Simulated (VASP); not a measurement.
# In3GaAs4 (P-43m) in VASP: a series of runs, part 2 of 2

VASP 6.6.1. Earlier steps stand in the parts before.

## (5) Relaxation of cell and atoms, PBE

This run uses another cell than the first one, of 23.82 Å³/atom.

File INCAR:

```
PREC = Accurate
ENCUT = 600
EDIFF = 1E-6
ISMEAR = 0
SIGMA = 0.1
LREAL = F
LASPH = T
NELM = 100
ALGO = Normal
ISIF = 3
LWAVE = F
LCHARG = F
GGA = PE
IBRION = 2
NSW = 90
EDIFFG = -0.04
```

File KPOINTS:

```
Automatic mesh
0
Gamma
  4 4 4
```

File POSCAR:

```
In3GaAs4
1.0
    5.7544699800      0.0000000000      0.0000000000
    0.0000000000      5.7544699800      0.0000000000
    0.0000000000      0.0000000000      5.7544699800
In Ga As
3 1 4
Direct
    0.0000000000      0.5000000000      0.5000000000
    0.5000000000      0.0000000000      0.5000000000
    0.5000000000      0.5000000000      0.0000000000
    0.0000000000      0.0000000000      0.0000000000
    0.7500000000      0.7500000000      0.2500000000
    0.7500000000      0.2500000000      0.7500000000
    0.2500000000      0.7500000000      0.7500000000
    0.2500000000      0.2500000000      0.2500000000
```

Started as:

```bash
$ cat potpaw_PBE.64/In_d/POTCAR potpaw_PBE.64/Ga_d/POTCAR potpaw_PBE.64/As/POTCAR > POTCAR
$ mpirun -np 1 vasp_std > vasp.out
```

Wall time 13 min (1 thread of Intel Xeon 8259CL, shared host); peak memory 0.4 GiB.

The run converged. Its results:

```yaml
Free_energy: -31.3087 eV
Relaxed_volume: 28.04 Å³/atom
Relaxed_cell: a = 6.076 Å, b = 6.076 Å, c = 6.076 Å, α = 90.00°, β = 90.00°, γ = 90.00°
Space_group_after_relaxing_to_0.1_Å: P-43m (No. 215)
Energy_gained_by_relaxing: 183.1 meV/atom
Ionic_steps: 5
Pressure_after_relaxing: 0.1 GPa
Band_gap_on_the_k_mesh: zero (filled and empty bands touch)
```

Step by step:
```
step  energy change (eV)  largest force (eV/Å)  pressure (GPa)  volume (Å³)
   1              0.0000                1.4286           13.22       190.55
   2             -1.0920                0.1676           -4.12       250.06
   3             -1.4066                0.4783           -0.33       227.28
   4             -1.4430                0.3041           -0.17       226.11
   5             -1.4649                0.0092            0.14       224.31
```

Final structure:
```yaml
crystal:
  lattice:
    - [6.07599, 0.00000, 0.00000]
    - [0.00000, 6.07599, 0.00000]
    - [0.00000, 0.00000, 6.07599]
  atoms:
    - { symbol: In, position: [0.00000, 0.50000, 0.50000] }
    - { symbol: In, position: [0.50000, 0.00000, 0.50000] }
    - { symbol: In, position: [0.50000, 0.50000, 0.00000] }
    - { symbol: Ga, position: [0.00000, 0.00000, 0.00000] }
    - { symbol: As, position: [0.75992, 0.75992, 0.24008] }
    - { symbol: As, position: [0.75992, 0.24008, 0.75992] }
    - { symbol: As, position: [0.24008, 0.75992, 0.75992] }
    - { symbol: As, position: [0.24008, 0.24008, 0.24008] }
```

Levels at points of the mesh, in eV from the Fermi level:
```tsv
k point	band 34	band 35	band 36	band 37	band 38	band 39
(0.00, 0.00, 0.00)	-0.47	-0.03	-0.03	-0.03	1.62	1.62
(0.50, 0.00, 0.00)	-1.49	-1.21	-1.21	2.11	2.19	2.64
(0.50, 0.50, 0.00)	-1.13	-1.01	-0.73	2.18	2.20	2.67
(0.50, 0.50, 0.50)	-0.87	-0.76	-0.76	0.44	0.89	0.89
```

Caveat: the volume moved by over 15 % at a fixed basis, so the end points are rough; semilocal functionals underestimate gaps, so a narrow gap can read as zero; spin-orbit coupling is left out, which moves the levels of the heavy elements.

## (6) Relaxation of cell and atoms, PBE

File INCAR:

```
SYSTEM = In3GaAs4
ALGO = Normal ; EDIFF = 1E-7
EDIFFG = -0.01 ; ENCUT = 600
GGA = PE ; IBRION = 2
ISIF = 3 ; ISMEAR = 0
LASPH = .True. ; LCHARG = .False.
LREAL = .False. ; LWAVE = .False.
NELM = 80 ; NSW = 100
PREC = Accurate ; SIGMA = 0.1
```

File KPOINTS:

```
k-points
0
Gamma
  6 6 6
  0 0 0
```

File POSCAR:

```
In3GaAs4
1.0
    6.0691867390      0.0000000000      0.0000000000
    0.0000000000      6.0691867390      0.0000000000
    0.0000000000      0.0000000000      6.0691867390
In Ga As
3 1 4
Direct
    0.0000000000      0.5000000000      0.5000000000
    0.5000000000      0.0000000000      0.5000000000
    0.5000000000      0.5000000000      0.0000000000
    0.0000000000      0.0000000000      0.0000000000
    0.7599342667      0.7599342667      0.2400657333
    0.7599342667      0.2400657333      0.7599342667
    0.2400657333      0.7599342667      0.7599342667
    0.2400657333      0.2400657333      0.2400657333
```

Potentials or basis: VASP PAW PBE potentials, release 64 (In_d, Ga_d, As).

Started as:

```bash
$ cat potpaw_PBE.64/In_d/POTCAR potpaw_PBE.64/Ga_d/POTCAR potpaw_PBE.64/As/POTCAR > POTCAR
$ mpirun -np 1 vasp_std > vasp.out
```

Run time: 16 min. Hardware: 1 thread of Intel Xeon 8259CL, shared host; peak memory 0.48 GiB.

Results (log left out):

```yaml
Free_energy: -31.3289 eV
Relaxed_volume: 28.10 Å³/atom
Relaxed_cell: a = 6.080 Å, b = 6.080 Å, c = 6.080 Å, α = 90.00°, β = 90.00°, γ = 90.00°
Space_group_after_relaxing_to_0.1_Å: P-43m (No. 215)
Energy_gained_by_relaxing: 0.1 meV/atom
Ionic_steps: 3
Pressure_after_relaxing: 0.0 GPa
Largest_force_after_relaxing: 0.003 eV/Å
Band_gap_on_the_k_mesh: zero (filled and empty bands touch)
```

Forces in eV/Å, atoms in the order of the input:
```
In   0.000  0.000  0.000
In   0.000  0.000  0.000
In   0.000  0.000  0.000
Ga   0.000  0.000  0.000
As   0.002  0.002 -0.002
As   0.002 -0.002  0.002
As  -0.002  0.002  0.002
As  -0.002 -0.002 -0.002
```

Step by step:
| step | energy change (eV) | largest force (eV/Å) | pressure (GPa) | volume (Å³) |
| --- | --- | --- | --- | --- |
| 1 | 0.0000 | 0.0110 | 0.29 | 223.56 |
| 2 | -0.0010 | 0.0011 | -0.09 | 225.18 |
| 3 | -0.0011 | 0.0034 | 0.00 | 224.79 |

Final structure:
```
In Ga As
1.0
     6.08033    0.00000    0.00000
     0.00000    6.08033    0.00000
     0.00000    0.00000    6.08033
In Ga As
3 1 4
Direct
  0.00000 0.50000 0.50000
  0.50000 0.00000 0.50000
  0.50000 0.50000 0.00000
  0.00000 0.00000 0.00000
  0.75997 0.75997 0.24003
  0.75997 0.24003 0.75997
  0.24003 0.75997 0.75997
  0.24003 0.24003 0.24003
```

Levels at points of the mesh, in eV from the Fermi level:
| k point | band 34 | band 35 | band 36 | band 37 | band 38 | band 39 |
| --- | --- | --- | --- | --- | --- | --- |
| (0.00, 0.00, 0.00) | -0.50 | -0.05 | -0.05 | -0.05 | 1.60 | 1.60 |
| (0.50, 0.00, 0.00) | -1.51 | -1.23 | -1.23 | 2.09 | 2.17 | 2.61 |
| (0.50, 0.50, 0.00) | -1.15 | -1.03 | -0.75 | 2.15 | 2.17 | 2.64 |
| (0.50, 0.50, 0.50) | -0.88 | -0.78 | -0.78 | 0.41 | 0.86 | 0.86 |

Caveat: semilocal functionals underestimate gaps, so a narrow gap can read as zero; spin-orbit coupling is left out, which moves the levels of the heavy elements.

## (7) Overview

| task | cell | k mesh | cutoff (eV) | gap on the mesh (eV) | pressure (GPa) | relaxed volume (Å³/atom) |
| --- | --- | --- | --- | --- | --- | --- |
| single point | a = 6.069 Å, 8 atoms, atomic positions A | 4 × 4 × 4 | 520 | none | 0.3 | - |
| single point | a = 5.754 Å, 8 atoms, atomic positions B | 4 × 4 × 4 | 520 | 0.42 | 13.2 | - |
| single point | a = 6.077 Å, 8 atoms, atomic positions A | 6 × 6 × 6 | 520 | none | 0.1 | - |
| relaxation of cell and atoms | relaxed from a = 5.754 Å, 8 atoms, atomic positions B | 4 × 4 × 4 | 600 | none | 0.1 | 28.04 |
| relaxation of cell and atoms | relaxed from a = 6.069 Å, 8 atoms, atomic positions A | 6 × 6 × 6 | 600 | none | 0.0 | 28.10 |

Alike in all rows: level PBE; potentials or basis VASP PAW PBE potentials, release 64 (In_d, Ga_d, As); no spin polarisation; smearing gaussian 0.1 eV.

Caveats: spin-orbit coupling is left out, which moves the levels of the heavy elements; semilocal functionals underestimate gaps, so a narrow gap can read as zero (at least some runs); the cell stands under pressure (at least some runs); the volume moved by over 15 % at a fixed basis, so the end points are rough (at least some runs).

Absolute energies hang on the potentials; compare differences alone.
